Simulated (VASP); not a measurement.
Hf: electric field gradients with PBE

The system is Hf.

```
CELL_PARAMETERS angstrom
0.00000 2.26440 2.22000
2.26440 0.00000 2.22000
2.26440 2.26440 0.00000
ATOMIC_POSITIONS crystal
Hf 0.00000 0.00000 0.00000
```

This cell differs from its parent crystal: equal xx and yy strain of +2 %.

```yaml
Program: VASP 6.6.1
Task: electric field gradients
Functional: PBE
Potentials_or_basis: VASP PAW PBE potentials, release 64 (Hf_pv)
Cutoff: 520 eV
k_mesh: 13 × 13 × 13
Occupations: fermi-dirac, width 0.03 eV
Spin: no spin polarisation
Dipole_correction: no
Further_INCAR_settings: ALGO = Normal; EDIFF = 1e-08; NBANDS = 11
```

```yaml
Pressure: -1.5 GPa
Band_gap_on_the_k_mesh: zero (band 5 reaches 5.95 eV, above the bottom of band 6 at 4.03 eV)
```

Stress tensor (GPa, compression positive):
```
-1.64  0.00  0.00
 0.00 -1.64  0.00
 0.00  0.00 -1.12
```

Levels at points of the mesh, in eV from the Fermi level:
| k point | band 3 | band 4 | band 5 | band 6 | band 7 | band 8 |
| --- | --- | --- | --- | --- | --- | --- |
| (0.00, 0.00, 0.00) | -30.07 | -7.14 | 1.34 | 1.34 | 1.56 | 3.97 |

Electric field gradients, principal values (V/Å²):
```
atom   least  middle  greatest (by size)
1 Hf  -8.550  -8.551              17.101
```

Run time: 24 s on 1 thread of Intel(R) Xeon(R) Platinum 8259CL CPU @ 2.50GHz (Skylake/Cascade Lake), on a shared host, peak memory 0.17 GiB.

Caveat: the cell differs from its parent crystal (equal xx and yy strain of +2 %); without QUAD_EFG the Cq values of the log hold for a quadrupole moment of 1 mb, not for the nuclei; spin-orbit coupling is left out, which moves the levels of the heavy elements.
